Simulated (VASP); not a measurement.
# NaH (Fm-3m) in VASP: single point with PBE

Aim: the single point of NaH with PBE.

All numbers are computed with VASP 6.6.1; they aren't measurements. Logs are shortened: lines on timing, memory, paths and dates and some standing lists are left out, and cuts for length are marked.

### Step 1. The cell of the first run

The structure is cubic, space group Fm-3m (No. 225). Conventional cell: a = 4.880 Å, b = 4.880 Å, c = 4.880 Å, α = 90.00°, β = 90.00°, γ = 90.00°. Na (site symmetry m-3m) has 6 H at 2.44 Å within 3.2 Å. H (site symmetry m-3m) has 6 Na at 2.44 Å within 3.2 Å.

### Step 2. Single point, PBE

INCAR

```
  ALGO = Normal
  EDIFF = 1E-6
  ENCUT = 520
  GGA = PE
  ISIF = 2
  ISMEAR = 0
  LASPH = T
  LCHARG = F
  LREAL = F
  LWAVE = F
  NBANDS = 11
  NELM = 60
  PREC = Accurate
  SIGMA = 0.05
```

KPOINTS

```
k-points
0
Gamma
  8 8 8
```

POSCAR

```
NaH
1.0
    0.0000000000      2.4400000000      2.4400000000
    2.4400000000      0.0000000000      2.4400000000
    2.4400000000      2.4400000000      0.0000000000
Na H
1 1
Direct
    0.0000000000      0.0000000000      0.0000000000
    0.5000000000      0.5000000000      0.5000000000
```

Potentials or basis: VASP PAW PBE potentials, release 64 (Na_pv, H).

Started as:

```console
> cat potpaw_PBE.64/Na_pv/POTCAR potpaw_PBE.64/H/POTCAR > POTCAR
> mpirun -np 1 vasp_std > vasp.out
```

OUTCAR:

```text
EDIFF = 1E-6
   ENCUT = 520
   GGA = PE
   ISIF = 2
   ISMEAR = 0
   LASPH = T
   LREAL = F
   NELM = 60
   PREC = Accurate

 ion  position               nearest neighbor table
   1  0.000  0.000  0.000-
   2  0.500  0.500  0.500-

  LATTYP: Found a face centered cubic cell.
 ALAT       =     4.8800000000

  Lattice vectors:

 A1 = (   0.0000000000,   2.4400000000,   2.4400000000)
 A2 = (   2.4400000000,   0.0000000000,   2.4400000000)
 A3 = (   2.4400000000,   2.4400000000,   0.0000000000)

Analysis of symmetry for initial positions (statically):
=====================================================================
 Subroutine PRICEL returns:
 Original cell was already a primitive cell.

 Routine SETGRP: Setting up the symmetry group for a
 face centered cubic supercell.

 Subroutine GETGRP returns: Found 48 space group operations
 (whereof 48 operations were pure point group operations)
 out of a pool of 48 trial point group operations.

The static configuration has the point symmetry O_h .

Analysis of symmetry for dynamics (positions and initial velocities):
=====================================================================
 Subroutine PRICEL returns:
 Original cell was already a primitive cell.

 Routine SETGRP: Setting up the symmetry group for a
 face centered cubic supercell.

 Subroutine GETGRP returns: Found 48 space group operations
 (whereof 48 operations were pure point group operations)
 out of a pool of 48 trial point group operations.

The dynamic configuration has the point symmetry O_h .

 Subroutine INISYM returns: Found 48 space group operations
 (whereof 48 operations are pure point group operations),
 and found     1 'primitive' translations

----------------------------------------------------------------------------------------

                                     Primitive cell

  volume of cell :      29.0536

  direct lattice vectors                    reciprocal lattice vectors
     0.000000000  2.440000000  2.440000000    -0.204918033  0.204918033  0.204918033
     2.440000000  0.000000000  2.440000000     0.204918033 -0.204918033  0.204918033
     2.440000000  2.440000000  0.000000000     0.204918033  0.204918033 -0.204918033

  length of vectors
     3.450681092  3.450681092  3.450681092     0.354928444  0.354928444  0.354928444

  position of ions in fractional coordinates (direct lattice)
     0.000000000  0.000000000  0.000000000
     0.500000000  0.500000000  0.500000000

  ion indices of the primitive-cell ions
   primitive index   ion index
                 1           1
                 2           2

----------------------------------------------------------------------------------------

 KPOINTS: k-points

Automatic generation of k-mesh.
 Grid dimensions read from file:
 generate k-points for:    8    8    8

 Generating k-lattice:

  Cartesian coordinates                     Fractional coordinates (reciprocal lattice)
    -0.025614754  0.025614754  0.025614754     0.125000000  0.000000000  0.000000000
     0.025614754 -0.025614754  0.025614754     0.000000000  0.125000000  0.000000000
     0.025614754  0.025614754 -0.025614754     0.000000000  0.000000000  0.125000000

  Length of vectors
     0.044366056  0.044366056  0.044366056

  Shift w.r.t. Gamma in fractional coordinates (k-lattice)
     0.000000000  0.000000000  0.000000000

 Subroutine IBZKPT returns following result:
 ===========================================

 Found     29 irreducible k-points:

 Following reciprocal coordinates:
            Coordinates               Weight
  0.000000  0.000000  0.000000      1.000000
  0.125000  0.000000  0.000000      8.000000
  0.250000  0.000000  0.000000      8.000000
  0.375000  0.000000  0.000000      8.000000
  0.500000  0.000000  0.000000      4.000000
  0.125000  0.125000  0.000000      6.000000
[... 16 lines left out ...]
  0.500000  0.250000  0.125000     48.000000
 -0.375000  0.250000  0.125000     24.000000
 [... further k-points ...]
   k-points           NKPTS =     29   k-points in BZ     NKDIM =     29   number of bands    NBANDS=     11
   number of dos      NEDOS =    301   number of ions     NIONS =      2
   total plane-waves  NPLWV =  21952
   dimension x,y,z NGX =    28 NGY =   28 NGZ =   28
   dimension x,y,z NGXF=    56 NGYF=   56 NGZF=   56
   ions per type =               1   1
   NGX,Y,Z   is equivalent  to a cutoff of  13.49, 13.49, 13.49 a.u.
   NGXF,Y,Z  is equivalent  to a cutoff of  26.98, 26.98, 26.98 a.u.
 SYSTEM =  unknown system
   PREC   = accura    normal or accurate (medium, high low for compatibility)
   ISTART =      0    job   : 0-new  1-cont  2-samecut
   ICHARG =      2    charge: 1-file 2-atom 10-const
   ISPIN  =      1    spin polarized calculation?
   LNONCOLLINEAR =      F non collinear calculations
   LSORBIT =      F    spin-orbit coupling
   LASPH  =      T    aspherical Exc in radial PAW
   ENCUT  =  520.0 eV  38.22 Ry    6.18 a.u.   6.42  6.42  6.42*2*pi/ulx,y,z
   NELM   =     60;   NELMIN=  2; NELMDL= -5     # of ELM steps
   EDIFF  = 0.1E-05   stopping-criterion for ELM
   LREAL  =      F    real-space projection
   EDIFFG = 0.1E-04   stopping-criterion for IOM
   NSW    =      0    number of steps for IOM
   IBRION =     -1    ionic relax: 0-MD 1-quasi-New 2-CG
   NFREE  =      0    steps in history (QN), initial steepest desc. (CG)
   ISIF   =      2    stress and relaxation
   ISYM   =      2    0-nonsym 1-usesym 2-fastsym
   POTIM  = 0.5000    time-step for ionic-motion
   TEBEG  =    0.0;   TEEND  =   0.0 temperature during run
   PSTRESS=    0.0 pullay stress
   NELECT =       8.0000    total number of electrons
   NUPDOWN=      -1.0000    fix difference up-down
   EMIN   =  10.00;   EMAX   =-10.00  energy-range for DOS
   EFERMI =   0.00;   METHOD = LEGACY
   ISMEAR =     0;   SIGMA  =   0.05  broadening in eV -4-tet -1-fermi 0-gaus
   EFERMI_NEDOS =   21; number of points for ismear=-14 and -15
   IALGO  =     38    algorithm
   IMIX   =      4    mixing-type and parameters
     AMIX     =   0.40;   BMIX     =  1.00
     AMIX_MAG =   1.60;   BMIX_MAG =  1.00
  volume/ion in A,a.u.               =      14.53        98.03
  Fermi-wavevector in a.u.,A,eV,Ry     =   1.065054  2.012660 15.433636  1.134340
  Thomas-Fermi vector in A             =   2.200593
   LORBIT       =      0    0 simple, 1 ext, 2 COOP (PROOUT), +10 PAW based schemes
   GGA     = PE    functional components
   LHFCALC =     F    Hartree Fock is set to
   AEXX    =    0.0000 exact exchange contribution
   IVDW    =     0    specifies the selected vdW correction
   LEPSILON=     F    determine dielectric tensor
   LRPA    =     F    only Hartree local field effects (RPA)
 non-spin polarized calculation
 Gauss-broadening in eV      SIGMA  =   0.05
  energy-cutoff  :      520.00
  volume of cell :       29.05
 maximum number of plane-waves:       817
 NGX is ok and might be reduce to    28
   NGX = 13   NGY = 13   NGZ = 13

 number of electron       8.0000008 magnetization

 Free energy of the ion-electron system (eV)
  ---------------------------------------------------
  ext. energy  EPLUGINS =         0.00000000
  ---------------------------------------------------
  free energy    TOTEN  =        -5.08604590 eV

  energy without entropy =       -5.08604590  energy(sigma->0) =       -5.08604590

 E-fermi :  -0.9430     XC(G=0):  -7.6723

 val. band max:       -1.2050647295   @ k =  -0.2500   0.5000   0.2500
 cond. band min:       2.5067251537   @ k =   0.5000   0.0000   0.0000
 fundamental gap:      3.7117898832
 Fermi energy:        -0.9430175461

 k-point     1 :       0.0000    0.0000    0.0000
  band No.  band energies     occupation
      1     -23.3597      2.00000
      2     -23.3597      2.00000
      3     -23.3597      2.00000
      4      -4.7405      2.00000
      5       8.9584      0.00000
      6      14.1803      0.00000
      7      14.1803      0.00000
      8      14.1803      0.00000
      9      14.9678      0.00000
     10      14.9678      0.00000
     11      14.9678      0.00000

 k-point     2 :       0.1250    0.0000    0.0000
  band No.  band energies     occupation
      1     -23.3723      2.00000
      2     -23.3613      2.00000
      3     -23.3613      2.00000
      4      -4.4788      2.00000
      5       8.1150      0.00000
      6      11.5887      0.00000
      7      13.3605      0.00000
      8      13.3605      0.00000
      9      15.9814      0.00000
     10      15.9814      0.00000
     11      16.0972      0.00000

 k-point     3 :       0.2500    0.0000    0.0000
  band No.  band energies     occupation
      1     -23.4023      2.00000
      2     -23.3649      2.00000
      3     -23.3649      2.00000
      4      -3.7345      2.00000
      5       5.8833      0.00000
      6      10.1207      0.00000
      7      12.5908      0.00000
      8      12.5908      0.00000
      9      15.9443      0.00000
     10      15.9443      0.00000
     11      17.2527      0.00000

 k-point     4 :       0.3750    0.0000    0.0000
  band No.  band energies     occupation
      1     -23.4320      2.00000
      2     -23.3685      2.00000
      3     -23.3685      2.00000
      4      -2.6921      2.00000
      5       3.5960      0.00000
      6       9.5398      0.00000
      7      12.1431      0.00000
      8      12.1431      0.00000
      9      15.1559      0.00000
     10      15.1559      0.00000
     11      17.4800      0.00000
[... 239 lines left out ...]
 k-point    22 :       0.3750    0.2500    0.1250
  band No.  band energies     occupation
      1     -23.4092      2.00000
      2     -23.3797      2.00000
      3     -23.3698      2.00000
      4      -3.1336      2.00000
      5       5.5287      0.00000
      6       7.9072      0.00000
      7      10.8377      0.00000
      8      13.6794      0.00000
      9      13.9238      0.00000
     10      16.4639      0.00000
     11      19.0452      0.00000

 k-point    23 :       0.5000    0.2500    0.1250
  band No.  band energies     occupation
      1     -23.4247      2.00000
      2     -23.3884      2.00000
      3     -23.3743      2.00000
      4      -2.2127      2.00000
      5       4.0988      0.00000
      6       6.7615      0.00000
      7       9.9730      0.00000
      8      13.5017      0.00000
      9      14.8143      0.00000
     10      16.7609      0.00000
     11      18.8556      0.00000

 k-point    24 :      -0.3750    0.2500    0.1250
  band No.  band energies     occupation
      1     -23.4314      2.00000
      2     -23.3910      2.00000
      3     -23.3769      2.00000
      4      -1.6791      2.00000
      5       3.2766      0.00000
      6       6.5016      0.00000
      7       9.6202      0.00000
      8      13.4349      0.00000
      9      14.6729      0.00000
     10      17.8311      0.00000
     11      19.8948      0.00000

 [... further k-points ...]

------------------------ aborting loop because EDIFF is reached ----------------------------------------

  FORCE on cell =-STRESS in cart. coord.  units (eV):
  Direction    XX          YY          ZZ          XY          YZ          ZX
  --------------------------------------------------------------------------------------
  -------------------------------------------------------------------------------------
  Total       -0.1241805     -0.1241805     -0.1241805     -0.0000000      0.0000000     -0.0000000
  in kB       -6.8480140     -6.8480140     -6.8480140     -0.0000000      0.0000000     -0.0000000
  external PRESSURE =      -6.8480140 kB  Pullay stress =       0.0000000 kB

 VOLUME and BASIS-vectors are now :
 -----------------------------------------------------------------------------
  energy-cutoff  :      520.00
  volume of cell :       29.05
      direct lattice vectors                 reciprocal lattice vectors
     0.000000000  2.440000000  2.440000000    -0.204918033  0.204918033  0.204918033
     2.440000000  0.000000000  2.440000000     0.204918033 -0.204918033  0.204918033
     2.440000000  2.440000000  0.000000000     0.204918033  0.204918033 -0.204918033

 POSITION                                       TOTAL-FORCE (eV/Angst)
 -----------------------------------------------------------------------------------
      0.00000      0.00000      0.00000         0.000000      0.000000      0.000000
      2.44000      2.44000      2.44000        -0.000000     -0.000000     -0.000000
 -----------------------------------------------------------------------------------
    total drift:                               -0.000000     -0.000000     -0.000000

  FREE ENERGIE OF THE ION-ELECTRON SYSTEM (eV)
  ---------------------------------------------------
  free  energy   TOTEN  =        -5.0860458979 eV

  energy  without entropy=       -5.0860458979  energy(sigma->0) =       -5.08604590
```

It took 7.2 s on 1 thread of Intel Xeon 6975P-C, shared host; peak memory 0.15 GiB.

What came out:

| Property | Result |
| --- | --- |
| Free energy | -5.0860 eV |
| Pressure | -0.7 GPa |
| Band gap on the k mesh | 3.71 eV, indirect (least direct gap 4.55 eV) |

A k mesh can miss the band edges. As with any semilocal functional, this PBE gap is likely too small.
